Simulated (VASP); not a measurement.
# Mg (I4/mmm) in VASP: further runs

Mg is run at these levels: PBEsol; tasks: single point.

Program: VASP 6.6.1. These are calculated values, not measurements. Logs are shortened: lines on timing, memory, paths and dates and some standing lists are left out, and cuts for length are marked.

## Step 1: The cell of the first run

It takes space group I4/mmm (No. 139, tetragonal). The conventional cell has a = 3.610 Å, b = 3.610 Å, c = 3.302 Å, α = 90.00°, β = 90.00°, γ = 90.00°. Mg (site symmetry 4/mmm) has 14 Mg at 3.04 to 3.61 Å within 4.0 Å.

## Step 2: Single point, PBEsol (volume scaled by 0.95)

Input file INCAR:

```
PREC = Accurate ; ENCUT = 520
EDIFF = 1E-7 ; ISMEAR = -1
SIGMA = 0.05 ; LREAL = F
LASPH = T ; NELM = 100
ALGO = Normal ; ISIF = 2
LWAVE = F ; LCHARG = T
GGA = PS ; LELF = T
LVHAR = T ; NBANDS = 7
```

Input file KPOINTS:

```
Automatic mesh
0
Gamma
  15 15 15
```

Input file POSCAR:

```
Mg
1.0
   -1.8048671150      1.8048671150      1.6509340451
    1.8048671150     -1.8048671150      1.6509340451
    1.8048671150      1.8048671150     -1.6509340451
Mg
1
Direct
    0.0000000000      0.0000000000      0.0000000000
```

Potentials or basis: VASP PAW PBE potentials, release 64 (Mg).

Run with:

```console
$ cat potpaw_PBE.64/Mg/POTCAR > POTCAR
$ mpirun -np 1 vasp_std > vasp.out
```

OUTCAR:

```text
PREC = Accurate
   ENCUT = 520
   EDIFF = 1E-7
   ISMEAR = -1
   LREAL = F
   LASPH = T
   NELM = 100
   ISIF = 2
   GGA = PS

 ion  position               nearest neighbor table
   1  0.000  0.000  0.000-

  LATTYP: Found a body centered tetragonal cell.
 ALAT       =     3.6097342300
 C/A-ratio  =     0.9147122419

  Lattice vectors:

 A1 = (  -1.8048671150,   1.8048671150,   1.6509340451)
 A2 = (   1.8048671150,  -1.8048671150,   1.6509340451)
 A3 = (   1.8048671150,   1.8048671150,  -1.6509340451)

Analysis of symmetry for initial positions (statically):
=====================================================================
 Subroutine PRICEL returns:
 Original cell was already a primitive cell.

 Routine SETGRP: Setting up the symmetry group for a
 body centered tetragonal supercell.

 Subroutine GETGRP returns: Found 16 space group operations
 (whereof 16 operations were pure point group operations)
 out of a pool of 16 trial point group operations.

The static configuration has the point symmetry D_4h.

Analysis of symmetry for dynamics (positions and initial velocities):
=====================================================================
 Subroutine PRICEL returns:
 Original cell was already a primitive cell.

 Routine SETGRP: Setting up the symmetry group for a
 body centered tetragonal supercell.

 Subroutine GETGRP returns: Found 16 space group operations
 (whereof 16 operations were pure point group operations)
 out of a pool of 16 trial point group operations.

The dynamic configuration has the point symmetry D_4h.

 Subroutine INISYM returns: Found 16 space group operations
 (whereof 16 operations are pure point group operations),
 and found     1 'primitive' translations

----------------------------------------------------------------------------------------

                                     Primitive cell

  volume of cell :      21.5120

  direct lattice vectors                    reciprocal lattice vectors
    -1.804867115  1.804867115  1.650934045     0.000000000  0.277028705  0.302858858
     1.804867115 -1.804867115  1.650934045     0.277028705  0.000000000  0.302858858
     1.804867115  1.804867115 -1.650934045     0.277028705  0.277028705  0.000000000

  length of vectors
     3.039847665  3.039847665  3.039847665     0.410449012  0.410449012  0.391777752

  position of ions in fractional coordinates (direct lattice)
     0.000000000  0.000000000  0.000000000

  ion indices of the primitive-cell ions
   primitive index   ion index
                 1           1

----------------------------------------------------------------------------------------

 KPOINTS: Automatic mesh

Automatic generation of k-mesh.
 Grid dimensions read from file:
 generate k-points for:   15   15   15

 Generating k-lattice:

  Cartesian coordinates                     Fractional coordinates (reciprocal lattice)
     0.000000000  0.018468580  0.020190591     0.066666667 -0.000000000  0.000000000
     0.018468580  0.000000000  0.020190591    -0.000000000  0.066666667  0.000000000
     0.018468580  0.018468580  0.000000000     0.000000000  0.000000000  0.066666667

  Length of vectors
     0.027363267  0.027363267  0.026118517

  Shift w.r.t. Gamma in fractional coordinates (k-lattice)
     0.000000000  0.000000000  0.000000000

 Subroutine IBZKPT returns following result:
 ===========================================

 Found    288 irreducible k-points:

 Following reciprocal coordinates:
            Coordinates               Weight
  0.000000  0.000000  0.000000      1.000000
  0.066667 -0.000000  0.000000      8.000000
  0.133333 -0.000000  0.000000      8.000000
  0.200000 -0.000000  0.000000      8.000000
  0.266667 -0.000000  0.000000      8.000000
  0.333333 -0.000000  0.000000      8.000000
[... 16 lines left out ...]
  0.133333  0.133333  0.000000      8.000000
  0.200000  0.133333  0.000000     16.000000
 [... further k-points ...]
   k-points           NKPTS =    288   k-points in BZ     NKDIM =    288   number of bands    NBANDS=      7
   number of dos      NEDOS =    301   number of ions     NIONS =      1
   total plane-waves  NPLWV =  13824
   dimension x,y,z NGX =    24 NGY =   24 NGZ =   24
   dimension x,y,z NGXF=    48 NGYF=   48 NGZF=   48
   ions per type =               1
   NGX,Y,Z   is equivalent  to a cutoff of  13.13, 13.13, 13.13 a.u.
   NGXF,Y,Z  is equivalent  to a cutoff of  26.25, 26.25, 26.25 a.u.
 SYSTEM =  unknown system
   PREC   = accura    normal or accurate (medium, high low for compatibility)
   ISTART =      0    job   : 0-new  1-cont  2-samecut
   ICHARG =      2    charge: 1-file 2-atom 10-const
   ISPIN  =      1    spin polarized calculation?
   LNONCOLLINEAR =      F non collinear calculations
   LSORBIT =      F    spin-orbit coupling
   LASPH  =      T    aspherical Exc in radial PAW
   ENCUT  =  520.0 eV  38.22 Ry    6.18 a.u.   5.65  5.65  5.65*2*pi/ulx,y,z
   NELM   =    100;   NELMIN=  2; NELMDL= -5     # of ELM steps
   EDIFF  = 0.1E-06   stopping-criterion for ELM
   LREAL  =      F    real-space projection
   EDIFFG = 0.1E-05   stopping-criterion for IOM
   NSW    =      0    number of steps for IOM
   IBRION =     -1    ionic relax: 0-MD 1-quasi-New 2-CG
   NFREE  =      0    steps in history (QN), initial steepest desc. (CG)
   ISIF   =      2    stress and relaxation
   ISYM   =      2    0-nonsym 1-usesym 2-fastsym
   POTIM  = 0.5000    time-step for ionic-motion
   TEBEG  =    0.0;   TEEND  =   0.0 temperature during run
   PSTRESS=    0.0 pullay stress
   NELECT =       2.0000    total number of electrons
   NUPDOWN=      -1.0000    fix difference up-down
   EMIN   =  10.00;   EMAX   =-10.00  energy-range for DOS
   EFERMI =   0.00;   METHOD = LEGACY
   ISMEAR =    -1;   SIGMA  =   0.05  broadening in eV -4-tet -1-fermi 0-gaus
   EFERMI_NEDOS =   21; number of points for ismear=-14 and -15
   IALGO  =     38    algorithm
   IMIX   =      4    mixing-type and parameters
     AMIX     =   0.40;   BMIX     =  1.00
     AMIX_MAG =   1.60;   BMIX_MAG =  1.00
  volume/ion in A,a.u.               =      21.51       145.17
  Fermi-wavevector in a.u.,A,eV,Ry     =   0.741637  1.401491  7.483552  0.550026
  Thomas-Fermi vector in A             =   1.836325
   LORBIT       =      0    0 simple, 1 ext, 2 COOP (PROOUT), +10 PAW based schemes
   GGA     = PS    functional components
   LHFCALC =     F    Hartree Fock is set to
   AEXX    =    0.0000 exact exchange contribution
   IVDW    =     0    specifies the selected vdW correction
   LEPSILON=     F    determine dielectric tensor
   LRPA    =     F    only Hartree local field effects (RPA)
 non-spin polarized calculation
  energy-cutoff  :      520.00
  volume of cell :       21.51
 maximum number of plane-waves:       591
   NGX = 11   NGY = 11   NGZ = 11

 number of electron       2.0000000 magnetization

 Free energy of the ion-electron system (eV)
  ---------------------------------------------------
  ext. energy  EPLUGINS =         0.00000000
  ---------------------------------------------------
  free energy    TOTEN  =        -1.68771172 eV

  energy without entropy =       -1.68320727  energy(sigma->0) =       -1.68545950

 E-fermi :   2.9882     XC(G=0):  -8.7423

 val. band max:        2.9727627044   @ k =  -0.3333  -0.4000   0.1333
 cond. band min:       2.9892980276   @ k =   0.4000   0.1333   0.0000
 fundamental gap:      0.0165353232
 Fermi energy:         2.9882188908

 k-point     1 :       0.0000    0.0000    0.0000
  band No.  band energies     occupation
      1      -4.2731      2.00000
      2      15.2094      0.00000
      3      17.1275      0.00000
      4      17.1275      0.00000
      5      17.4686      0.00000
      6      17.8974      0.00000
      7      17.8974      0.00000

 k-point     2 :       0.0667   -0.0000    0.0000
  band No.  band energies     occupation
      1      -4.1601      2.00000
      2      14.7348      0.00000
      3      15.7721      0.00000
      4      16.4958      0.00000
      5      16.6267      0.00000
      6      18.4995      0.00000
      7      18.5583      0.00000

 k-point     3 :       0.1333   -0.0000    0.0000
  band No.  band energies     occupation
      1      -3.8219      2.00000
      2      13.3780      0.00000
      3      13.8888      0.00000
      4      15.4140      0.00000
      5      15.6652      0.00000
      6      17.6202      0.00000
      7      19.3031      0.00000

 k-point     4 :       0.2000   -0.0000    0.0000
  band No.  band energies     occupation
      1      -3.2612      2.00000
      2      10.9560      0.00000
      3      13.0807      0.00000
      4      14.4080      0.00000
      5      14.8053      0.00000
      6      16.8046      0.00000
      7      19.8152      0.00000

 k-point     5 :       0.2667   -0.0000    0.0000
  band No.  band energies     occupation
      1      -2.4821      2.00000
      2       8.6571      0.00000
      3      12.4011      0.00000
      4      13.5835      0.00000
      5      14.1058      0.00000
      6      16.0713      0.00000
      7      20.3388      0.00000
[... 161 lines left out ...]
 k-point    22 :      -0.0667    0.0667    0.0000
  band No.  band energies     occupation
      1      -4.1701      2.00000
      2      14.0522      0.00000
      3      16.6689      0.00000
      4      16.7254      0.00000
      5      16.7491      0.00000
      6      17.9691      0.00000
      7      18.6287      0.00000

 k-point    23 :       0.1333    0.1333    0.0000
  band No.  band energies     occupation
      1      -2.8869      2.00000
      2      10.7558      0.00000
      3      11.2056      0.00000
      4      13.1125      0.00000
      5      16.5838      0.00000
      6      16.8907      0.00000
      7      18.9879      0.00000

 k-point    24 :       0.2000    0.1333    0.0000
  band No.  band energies     occupation
      1      -2.0918      2.00000
      2       8.6810      0.00000
      3      10.1388      0.00000
      4      12.5117      0.00000
      5      15.9414      0.00000
      6      17.1059      0.00000
      7      19.0010      0.00000

 [... further k-points ...]

------------------------ aborting loop because EDIFF is reached ----------------------------------------

  FORCE on cell =-STRESS in cart. coord.  units (eV):
  Direction    XX          YY          ZZ          XY          YZ          ZX
  --------------------------------------------------------------------------------------
  -------------------------------------------------------------------------------------
  Total        0.2208988      0.2208988      0.3012937      0.0000000      0.0000000      0.0000000
  in kB       16.4521917     16.4521917     22.4398785      0.0000000      0.0000000      0.0000000
  external PRESSURE =      18.4480873 kB  Pullay stress =       0.0000000 kB

 VOLUME and BASIS-vectors are now :
 -----------------------------------------------------------------------------
  energy-cutoff  :      520.00
  volume of cell :       21.51
      direct lattice vectors                 reciprocal lattice vectors
    -1.804867115  1.804867115  1.650934045     0.000000000  0.277028705  0.302858858
     1.804867115 -1.804867115  1.650934045     0.277028705  0.000000000  0.302858858
     1.804867115  1.804867115 -1.650934045     0.277028705  0.277028705  0.000000000

 POSITION                                       TOTAL-FORCE (eV/Angst)
 -----------------------------------------------------------------------------------
      0.00000      0.00000      0.00000         0.000000     -0.000000     -0.000000
 -----------------------------------------------------------------------------------
    total drift:                                0.000000      0.000000      0.000000

  FREE ENERGIE OF THE ION-ELECTRON SYSTEM (eV)
  ---------------------------------------------------
  free  energy   TOTEN  =        -1.6877117195 eV

  energy  without entropy=       -1.6832072721  energy(sigma->0) =       -1.68545950
```

It took 9.5 s on 1 thread of Intel Xeon 6975P-C (Granite Rapids), shared host; peak memory 0.17 GiB.

Results:

* Free energy: -1.6877 eV
* Pressure: 1.8 GPa
* Band gap on the k mesh: zero (band 1 reaches 6.36 eV, above the bottom of band 2 at 1.72 eV)

Stress tensor (GPa, compression positive):
```
1.65 0.00 0.00
0.00 1.65 0.00
0.00 0.00 2.24
```

Caveat: the PAW data sets were made with another functional, which shifts forces and pressure a little.

## Step 3: Single point, PBEsol (volume scaled by 0.975)

Input file INCAR:

```
PREC = Accurate
ENCUT = 520
EDIFF = 1E-6
ISMEAR = -1
SIGMA = 0.05
LREAL = False
LASPH = True
NELM = 100
ALGO = Normal
ISIF = 2
LWAVE = False
LCHARG = False
GGA = PS
NBANDS = 7
```

Input file KPOINTS:

```
regular mesh
0
Gamma
  15 15 15
```

Input file POSCAR:

```
Mg
1.0
   -1.8205623994      1.8205623994      1.6652907139
    1.8205623994     -1.8205623994      1.6652907139
    1.8205623994      1.8205623994     -1.6652907139
Mg
1
Direct
    0.0000000000      0.0000000000      0.0000000000
```

Potentials or basis: VASP PAW PBE potentials, release 64 (Mg).

Run with:

```console
$ cat potpaw_PBE.64/Mg/POTCAR > POTCAR
$ mpirun -np 1 vasp_std > vasp.out
```

Run time: 9.8 s. Hardware: 1 thread of Intel Xeon 6975P-C (Granite Rapids), shared host; peak memory 0.17 GiB.

The run converged. Its results:

```
Free energy            : -1.6923 eV
Pressure               : 0.8 GPa
Band gap on the k mesh : zero (band 1 reaches 6.15 eV, above the bottom of band 2 at 1.57 eV)
```

Stress tensor (GPa, compression positive):
```
0.60 0.00 0.00
0.00 0.60 0.00
0.00 0.00 1.07
```

Levels at points of the mesh, in eV from the Fermi level:
| k point | band 1 | band 2 | band 3 | band 4 | band 5 |
| --- | --- | --- | --- | --- | --- |
| (0.00, 0.00, 0.00) | -7.14 | 12.06 | 13.95 | 13.95 | 14.29 |

Caveat: the PAW data sets were made with another functional, which shifts forces and pressure a little.
